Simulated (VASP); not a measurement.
# W9C8 in VASP: single point with PBEsol

Aim: the single point of W9C8 with PBEsol.

Program: VASP 6.6.1. These are calculated values, not measurements. Logs are shortened: lines on timing, memory, paths and dates and some standing lists are left out, and cuts for length are marked.

### Step 1. The cell of the first run

The cell holds a slab with vacuum, 17 atoms: a = 5.704 Å, b = 5.704 Å, c = 17.201 Å, α = 90.00°, β = 90.00°, γ = 120.00°.

### Step 2. Single point, PBEsol

Input file INCAR:

```
ALGO = Normal
EDIFF = 1E-6
ENCUT = 520
GGA = PS
ISIF = 2
ISMEAR = 0
LASPH = T
LCHARG = F
LREAL = Auto
LWAVE = F
NBANDS = 93
NELM = 60
PREC = Accurate
SIGMA = 0.05
```

Input file KPOINTS:

```
k-points
0
Gamma
  3 3 1
```

Input file POSCAR:

```
W9C8
1.0
    5.7040600000      0.0000000000      0.0000000000
   -2.8520300000      4.9398610000      0.0000000000
    0.0000000000      0.0000000000     17.2011400000
W C
9 8
Direct
    0.0000000000      0.0000000000      0.0581356817
   -0.0035101897     -0.0070291452      0.2218456451
   -0.0000000506      0.4999998988      0.0581356817
   -0.0035298312      0.5035524279      0.2218412268
    0.5000000000      0.0000000000      0.0581356817
    0.5000018684     -0.0000165997      0.2243643735
    0.4999999494      0.4999998988      0.0581356817
    0.5070808091      0.5035333990      0.2218427965
    1.1666852821      0.3333656554      0.3542903552
    0.3340441677      0.1659593256      0.1360504594
    0.3345188889      0.1655728775      0.3001225500
    0.3340702769      0.6681398525      0.1360550522
    0.3344848204      0.6689801596      0.3001216198
    0.8319049407      0.1659546696      0.1360507501
    0.8310701856      0.1655568851      0.3001174341
    0.8333487938      0.6667007432      0.1343895230
    0.8333623167      0.6667102576      0.2918389711
```

Potentials or basis: VASP PAW PBE potentials, release 64 (W_sv, C).

On the command line:

```bash
cat potpaw_PBE.64/W_sv/POTCAR potpaw_PBE.64/C/POTCAR > POTCAR
mpirun -np 1 vasp_std > vasp.out
```

OUTCAR:

```text
EDIFF = 1E-6
   ENCUT = 520
   GGA = PS
   ISIF = 2
   ISMEAR = 0
   LASPH = T
   LREAL = Auto
   NELM = 60
   PREC = Accurate

 ion  position               nearest neighbor table
   1  0.000  0.000  0.058-  16 2.11  10 2.13  14 2.13   2 2.82   7 2.85   3 2.85   5 2.85   5 2.85
                             3 2.85   7 2.85
   2  0.996  0.993  0.222-  17 2.01  15 2.14  11 2.15  16 2.20  10 2.23  14 2.23   4 2.79   8 2.79
                             1 2.82   9 2.83   6 2.85   6 2.85   8 2.91   4 2.91
   3  1.000  0.500  0.058-  16 2.11  14 2.13  12 2.13   4 2.82   5 2.85   1 2.85   7 2.85   7 2.85
                             5 2.85   1 2.85
   4  0.996  0.504  0.222-  17 2.01  15 2.15  13 2.15  16 2.20  12 2.23  14 2.23   8 2.79   2 2.79
                             3 2.82   9 2.83   6 2.85   6 2.85   2 2.91   8 2.91
   5  0.500  0.000  0.058-  12 2.12  14 2.12  10 2.12   7 2.85   3 2.85   1 2.85   1 2.85   7 2.85
                             3 2.85   6 2.86
   6  0.500  1.000  0.224-  13 2.09  15 2.09  11 2.09  12 2.23  14 2.24  10 2.24   4 2.85   8 2.85
                             2 2.85   2 2.85   8 2.85   4 2.85   5 2.86
   7  0.500  0.500  0.058-  16 2.11  10 2.13  12 2.13   8 2.82   1 2.85   5 2.85   3 2.85   3 2.85
                             1 2.85   5 2.85
   8  0.507  0.504  0.222-  17 2.01  11 2.14  13 2.15  16 2.20  10 2.23  12 2.23   4 2.79   2 2.79
                             7 2.82   9 2.83   6 2.85   6 2.85   2 2.91   4 2.91
   9  0.167  0.333  0.354-  13 1.90  15 1.90  11 1.90   2 2.83   8 2.83   4 2.83
  10  0.334  0.166  0.136-   5 2.12   7 2.13   1 2.13   2 2.23   8 2.23   6 2.24
  11  0.335  0.166  0.300-   9 1.90   6 2.09   8 2.14   2 2.15
  12  0.334  0.668  0.136-   5 2.12   7 2.13   3 2.13   4 2.23   8 2.23   6 2.23
  13  0.334  0.669  0.300-   9 1.90   6 2.09   4 2.15   8 2.15
  14  0.832  0.166  0.136-   5 2.12   3 2.13   1 2.13   2 2.23   4 2.23   6 2.24
  15  0.831  0.166  0.300-   9 1.90   6 2.09   2 2.14   4 2.15
  16  0.833  0.667  0.134-   1 2.11   7 2.11   3 2.11   4 2.20   8 2.20   2 2.20
  17  0.833  0.667  0.292-   2 2.01   4 2.01   8 2.01

  LATTYP: Found a hexagonal cell.
 ALAT       =     5.7040600000
 C/A-ratio  =     3.0155959089

  Lattice vectors:

 A1 = (   5.7040600000,   0.0000000000,   0.0000000000)
 A2 = (  -2.8520300000,   4.9398610000,   0.0000000000)
 A3 = (   0.0000000000,   0.0000000000,  17.2011400000)

Analysis of symmetry for initial positions (statically):
=====================================================================
 Subroutine PRICEL returns:
 Original cell was already a primitive cell.

 Routine SETGRP: Setting up the symmetry group for a
 hexagonal supercell.

 Subroutine GETGRP returns: Found  1 space group operations
 (whereof  1 operations were pure point group operations)
 out of a pool of 24 trial point group operations.

The static configuration has the point symmetry C_1 .

Analysis of symmetry for dynamics (positions and initial velocities):
=====================================================================
 Subroutine PRICEL returns:
 Original cell was already a primitive cell.

 Routine SETGRP: Setting up the symmetry group for a
 hexagonal supercell.

 Subroutine GETGRP returns: Found  1 space group operations
 (whereof  1 operations were pure point group operations)
 out of a pool of 24 trial point group operations.

The dynamic configuration has the point symmetry C_1 .

 Subroutine INISYM returns: Found  1 space group operations
 (whereof  1 operations are pure point group operations),
 and found     1 'primitive' translations

----------------------------------------------------------------------------------------

                                     Primitive cell

  volume of cell :     484.6811

  direct lattice vectors                    reciprocal lattice vectors
     5.704060000  0.000000000  0.000000000     0.175313724  0.101217423  0.000000000
    -2.852030000  4.939861000  0.000000000     0.000000000  0.202434846  0.000000000
     0.000000000  0.000000000 17.201140000     0.000000000  0.000000000  0.058135682

  length of vectors
     5.704060000  5.704060117 17.201140000     0.202434850  0.202434846  0.058135682

  position of ions in fractional coordinates (direct lattice)
     0.000000000  0.000000000  0.058135682
     0.996489810  0.992970855  0.221845645
     0.999999949  0.499999899  0.058135682
     0.996470169  0.503552428  0.221841227
     0.500000000  0.000000000  0.058135682
     0.500001868  0.999983400  0.224364374
[... 9 lines left out ...]
     0.833348794  0.666700743  0.134389523
     0.833362317  0.666710258  0.291838971

  ion indices of the primitive-cell ions
   primitive index   ion index
                 1           1
                 2           2
                 3           3
                 4           4
                 5           5
                 6           6
[... 9 lines left out ...]
                16          16
                17          17

----------------------------------------------------------------------------------------

 KPOINTS: k-points

Automatic generation of k-mesh.
 Grid dimensions read from file:
 generate k-points for:    3    3    1

 Generating k-lattice:

  Cartesian coordinates                     Fractional coordinates (reciprocal lattice)
     0.058437908  0.033739141  0.000000000     0.333333333 -0.000000000  0.000000000
     0.000000000  0.067478282  0.000000000     0.000000000  0.333333333  0.000000000
     0.000000000  0.000000000  0.058135682     0.000000000  0.000000000  1.000000000

  Length of vectors
     0.067478283  0.067478282  0.058135682

  Shift w.r.t. Gamma in fractional coordinates (k-lattice)
     0.000000000  0.000000000  0.000000000

 Subroutine IBZKPT returns following result:
 ===========================================

 Found      5 irreducible k-points:

 Following reciprocal coordinates:
            Coordinates               Weight
  0.000000  0.000000  0.000000      1.000000
  0.333333  0.000000  0.000000      2.000000
  0.000000  0.333333  0.000000      2.000000
 -0.333333  0.333333  0.000000      2.000000
  0.333333  0.333333  0.000000      2.000000
   k-points           NKPTS =      5   k-points in BZ     NKDIM =      5   number of bands    NBANDS=     93
   number of dos      NEDOS =    301   number of ions     NIONS =     17
   total plane-waves  NPLWV = 225792
   dimension x,y,z NGX =    42 NGY =   42 NGZ =  128
   dimension x,y,z NGXF=    84 NGYF=   84 NGZF=  256
   ions per type =               9   8
   NGX,Y,Z   is equivalent  to a cutoff of  12.24, 12.24, 12.37 a.u.
   NGXF,Y,Z  is equivalent  to a cutoff of  24.48, 24.48, 24.74 a.u.
 SYSTEM =  unknown system
   PREC   = accura    normal or accurate (medium, high low for compatibility)
   ISTART =      0    job   : 0-new  1-cont  2-samecut
   ICHARG =      2    charge: 1-file 2-atom 10-const
   ISPIN  =      1    spin polarized calculation?
   LNONCOLLINEAR =      F non collinear calculations
   LSORBIT =      F    spin-orbit coupling
   LASPH  =      T    aspherical Exc in radial PAW
   ENCUT  =  520.0 eV  38.22 Ry    6.18 a.u.  10.61 10.61 31.98*2*pi/ulx,y,z
   NELM   =     60;   NELMIN=  2; NELMDL= -5     # of ELM steps
   EDIFF  = 0.1E-05   stopping-criterion for ELM
   LREAL  =      T    real-space projection
   EDIFFG = 0.1E-04   stopping-criterion for IOM
   NSW    =      0    number of steps for IOM
   IBRION =     -1    ionic relax: 0-MD 1-quasi-New 2-CG
   NFREE  =      0    steps in history (QN), initial steepest desc. (CG)
   ISIF   =      2    stress and relaxation
   ISYM   =      2    0-nonsym 1-usesym 2-fastsym
   POTIM  = 0.5000    time-step for ionic-motion
   TEBEG  =    0.0;   TEEND  =   0.0 temperature during run
   PSTRESS=    0.0 pullay stress
   NELECT =     158.0000    total number of electrons
   NUPDOWN=      -1.0000    fix difference up-down
   EMIN   =  10.00;   EMAX   =-10.00  energy-range for DOS
   EFERMI =   0.00;   METHOD = LEGACY
   ISMEAR =     0;   SIGMA  =   0.05  broadening in eV -4-tet -1-fermi 0-gaus
   EFERMI_NEDOS =   21; number of points for ismear=-14 and -15
   IALGO  =     38    algorithm
   IMIX   =      4    mixing-type and parameters
     AMIX     =   0.40;   BMIX     =  1.00
     AMIX_MAG =   1.60;   BMIX_MAG =  1.00
  volume/ion in A,a.u.               =      28.51       192.40
  Fermi-wavevector in a.u.,A,eV,Ry     =   1.126701  2.129155 17.271972  1.269454
  Thomas-Fermi vector in A             =   2.263384
   LORBIT       =      0    0 simple, 1 ext, 2 COOP (PROOUT), +10 PAW based schemes
   GGA     = PS    functional components
   LHFCALC =     F    Hartree Fock is set to
   AEXX    =    0.0000 exact exchange contribution
   IVDW    =     0    specifies the selected vdW correction
   LEPSILON=     F    determine dielectric tensor
   LRPA    =     F    only Hartree local field effects (RPA)
 non-spin polarized calculation
 Gauss-broadening in eV      SIGMA  =   0.05
  energy-cutoff  :      520.00
  volume of cell :      484.68
 maximum number of plane-waves:     13107
 NGX is ok and might be reduce to    42
   NGX = 21   NGY = 21   NGZ = 63

 number of electron     158.0000001 magnetization

 Free energy of the ion-electron system (eV)
  ---------------------------------------------------
  ext. energy  EPLUGINS =         0.00000000
  ---------------------------------------------------
  free energy    TOTEN  =      -188.98012565 eV

  energy without entropy =     -188.96674673  energy(sigma->0) =     -188.97343619

 E-fermi :   1.7067     XC(G=0):  -6.4185

 val. band max:        1.6541575018   @ k =   0.0000   0.0000   0.0000
 cond. band min:       1.7392497477   @ k =   0.0000   0.3333   0.0000
 fundamental gap:      0.0850922459
 Fermi energy:         1.7066920269

 k-point     1 :       0.0000    0.0000    0.0000
  band No.  band energies     occupation
      1     -72.6967      2.00000
      2     -72.4788      2.00000
      3     -72.2701      2.00000
      4     -72.2473      2.00000
      5     -72.2068      2.00000
      6     -72.2068      2.00000
[... 83 lines left out ...]
     90       4.0448      0.00000
     91       4.9697      0.00000

 k-point     2 :       0.3333    0.0000    0.0000
  band No.  band energies     occupation
      1     -72.6967      2.00000
      2     -72.4763      2.00000
      3     -72.2553      2.00000
      4     -72.2365      2.00000
      5     -72.2186      2.00000
      6     -72.2068      2.00000
[... 83 lines left out ...]
     90       3.9586      0.00000
     91       4.4440      0.00000

 k-point     3 :       0.0000    0.3333    0.0000
  band No.  band energies     occupation
      1     -72.6967      2.00000
      2     -72.4763      2.00000
      3     -72.2553      2.00000
      4     -72.2365      2.00000
      5     -72.2187      2.00000
      6     -72.2068      2.00000
[... 83 lines left out ...]
     90       3.9585      0.00000
     91       4.4440      0.00000

 k-point     4 :      -0.3333    0.3333    0.0000
  band No.  band energies     occupation
      1     -72.6967      2.00000
      2     -72.4763      2.00000
      3     -72.2553      2.00000
      4     -72.2366      2.00000
      5     -72.2186      2.00000
      6     -72.2068      2.00000
[... 83 lines left out ...]
     90       3.9586      0.00000
     91       4.4439      0.00000

 k-point     5 :       0.3333    0.3333    0.0000
  band No.  band energies     occupation
      1     -72.6966      2.00000
      2     -72.4751      2.00000
      3     -72.2414      2.00000
      4     -72.2313      2.00000
      5     -72.2191      2.00000
      6     -72.2151      2.00000
[... 83 lines left out ...]
     90       4.0355      0.00000
     91       4.1660      0.00000
 [bands above 91 left out]

------------------------ aborting loop because EDIFF is reached ----------------------------------------

  FORCE on cell =-STRESS in cart. coord.  units (eV):
  Direction    XX          YY          ZZ          XY          YZ          ZX
  --------------------------------------------------------------------------------------
  -------------------------------------------------------------------------------------
  Total        9.5280007      9.5372353      1.1540330      0.0001966     -0.0077341     -0.0022115
  in kB       31.4960664     31.5265926      3.8148087      0.0006499     -0.0255661     -0.0073104
  external PRESSURE =      22.2791559 kB  Pullay stress =       0.0000000 kB

 VOLUME and BASIS-vectors are now :
 -----------------------------------------------------------------------------
  energy-cutoff  :      520.00
  volume of cell :      484.68
      direct lattice vectors                 reciprocal lattice vectors
     5.704060000  0.000000000  0.000000000     0.175313724  0.101217423  0.000000000
    -2.852030000  4.939861000  0.000000000     0.000000000  0.202434846  0.000000000
     0.000000000  0.000000000 17.201140000     0.000000000  0.000000000  0.058135682

 POSITION                                       TOTAL-FORCE (eV/Angst)
 -----------------------------------------------------------------------------------
      0.00000      0.00000      1.00000        -0.000108      0.295826     -0.230545
      2.85206      4.90514      3.81600         0.000129      0.001504     -0.021846
      4.27804      2.46993      1.00000         0.255140     -0.146233     -0.229705
      4.24778      2.48748      3.81592         0.003921     -0.001516     -0.020544
      2.85203      0.00000      1.00000        -0.000032      0.000788      0.398959
      0.00006      4.93978      3.85932        -0.001491      0.006347     -0.004624
[... 9 lines left out ...]
      2.85202      3.29341      2.31165         0.000076     -0.001700      0.005956
      2.85207      3.29346      5.01996        -0.000294     -0.000724      0.113703
 -----------------------------------------------------------------------------------
    total drift:                                0.000421     -0.002721      0.042503

  FREE ENERGIE OF THE ION-ELECTRON SYSTEM (eV)
  ---------------------------------------------------
  free  energy   TOTEN  =      -188.9801256490 eV

  energy  without entropy=     -188.9667467270  energy(sigma->0) =     -188.97343619
```

Run time: 16 min. Hardware: 1 thread of Intel Xeon 6975P-C, shared host; peak memory 0.56 GiB.

Results:

* Free energy: -188.9801 eV
* Largest force: 0.399 eV/Å
* Band gap on the k mesh: zero (band 79 reaches 2.04 eV, above the bottom of band 80 at 1.29 eV)

Forces on the atoms (eV/Å):
```
W    0.000  0.296 -0.231
W    0.000  0.002 -0.022
W    0.255 -0.146 -0.230
W    0.004 -0.002 -0.021
W    0.000  0.001  0.399
W   -0.001  0.006 -0.005
W   -0.255 -0.146 -0.230
W   -0.004  0.002 -0.021
W    0.000 -0.001  0.155
C    0.006 -0.002  0.004
C    0.060 -0.038  0.024
C    0.000  0.000  0.003
C    0.001  0.067  0.024
C   -0.003 -0.001  0.004
C   -0.061 -0.036  0.025
C    0.000 -0.002  0.006
C    0.000 -0.001  0.114
```

Caveat: the k points lie up to 0.42 Å⁻¹ apart; the PAW data sets were made with another functional, which shifts forces and pressure a little; spin-orbit coupling is left out, which moves the levels of the heavy elements.
